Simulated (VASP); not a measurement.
Set up this calculation in VASP 6.6.1, as the native input.

| Property | Result |
| --- | --- |
| Task | single point |
| Functional | PBE |
| Potentials or basis | VASP PAW PBE potentials, release 64 (Ti_sv) |
| Cutoff | 520 eV |
| k mesh | 20 × 20 × 20 |
| Occupations | gaussian, width 0.15 eV |
| Spin | no spin polarisation |
| Dipole correction | no |
| Further INCAR settings | ALGO = Normal; EDIFF = 1e-07; NBANDS = 12 |

The structure of Ti lies in POSCAR:

```
Ti
1.0
   -1.6081800000      1.6410000000      1.6410000000
    1.6081800000     -1.6410000000      1.6410000000
    1.6081800000      1.6410000000     -1.6410000000
Ti
1
Direct
    0.0000000000      0.0000000000      0.0000000000
```

This cell differs from its parent crystal: strain -0.0200 x Voigt [1, 0, 0, 0, 0, 0].

One way to write it, as run:

INCAR

```
PREC = Accurate
ENCUT = 520
EDIFF = 1E-7
ISMEAR = 0
SIGMA = 0.15
LREAL = False
LASPH = True
NELM = 60
ALGO = Normal
ISIF = 2
LWAVE = False
LCHARG = False
GGA = PE
NBANDS = 12
```

KPOINTS

```
regular mesh
0
Gamma
  20 20 20
```

Potentials or basis: VASP PAW PBE potentials, release 64 (Ti_sv).

The run is started by

```console
$ cat potpaw_PBE.64/Ti_sv/POTCAR > POTCAR
$ mpirun -np 1 vasp_std > vasp.out
```

It gave:

| Item | Value |
| --- | --- |
| Pressure | -0.6 GPa |
| Band gap on the k mesh | zero (band 6 reaches 9.08 eV, above the bottom of band 7 at 7.46 eV) |

Caveat: the cell differs from its parent crystal (strain -0.0200 x Voigt [1, 0, 0, 0, 0, 0]).

It took 2.4 min on 1 thread of Intel Xeon 8259CL, with other jobs on the host, peak memory 0.25 GiB.
